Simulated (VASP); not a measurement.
A run of VASP 6.6.1:

The input INCAR:

```
SYSTEM = ReMo7S16
PREC = Accurate
ENCUT = 520
EDIFF = 1E-6
ISMEAR = 0
SIGMA = 0.05
LREAL = Auto
LASPH = .TRUE.
NELM = 150
ALGO = Normal
ISIF = 2
LWAVE = .FALSE.
LCHARG = .FALSE.
ISPIN = 2
MAGMOM = 3 0 0 0 0 0 0 0 0 0 0 0 0 0 0 0 0 0 0 0 0 0 0 0
LORBIT = 11
LMAXMIX = 4
GGA = PS
NBANDS = 122
LUSENCCL = .FALSE.
```

File KPOINTS:

```
Automatic mesh
0
G
  3 3 2
  0 0 0
```

The input POSCAR:

```
ReMo7S16
1.0
    6.3379961000      0.0000000000      0.0000000000
   -3.1689980000      5.4888656000      0.0000000000
    0.0000000000      0.0000000000     12.3240000000
Re Mo S
1 7 16
Direct
    0.1666666667      0.3333333333      0.2500000000
    0.1648309489      0.8324154744      0.2500000000
    0.6675845256      0.3351690511      0.2500000000
    0.6675845256      0.8324154744      0.2500000000
    0.3333279472      0.1666720528      0.7500000000
    0.3333279472      0.6666558945      0.7500000000
    0.8333441055      0.1666720528      0.7500000000
    0.8333333333      0.6666666667      0.7500000000
    0.1666666667      0.3333333333      0.6241038936
    0.1667169548      0.8333584774      0.6240794844
    0.6666415226      0.3332830452      0.6240794844
    0.6666415226      0.8333584774      0.6240794844
    0.3321583312      0.1678416688      0.1250631807
    0.3321583312      0.6643166625      0.1250631807
    0.8356833375      0.1678416688      0.1250631807
    0.8333333333      0.6666666667      0.1235096617
    0.1666666667      0.3333333333      0.8758961064
    0.1667169548      0.8333584774      0.8759205156
    0.6666415226      0.3332830452      0.8759205156
    0.6666415226      0.8333584774      0.8759205156
    0.3321583312      0.1678416688      0.3749368193
    0.3321583312      0.6643166625      0.3749368193
    0.8356833375      0.1678416688      0.3749368193
    0.8333333333      0.6666666667      0.3764903383
```

Potentials or basis: VASP PAW PBE potentials, release 64 (Re, Mo_sv, S).

Command:

```sh
$ cat potpaw_PBE.64/Re/POTCAR potpaw_PBE.64/Mo_sv/POTCAR potpaw_PBE.64/S/POTCAR > POTCAR
$ mpirun -np 1 vasp_std > vasp.out
```

Hardware: 1 × NVIDIA H100 80GB with 1 thread of AMD EPYC 7R13 Processor (Zen 3), on a shared host.

Problem. Estimate the wall time of this run.

Solution. Wall time 3.4 min on 1 × NVIDIA H100 80GB with 1 thread of AMD EPYC 7R13 Processor (Zen 3), with other jobs on the host, peak memory 1.7 GiB. Counts: scf iterations 19, k points 6.
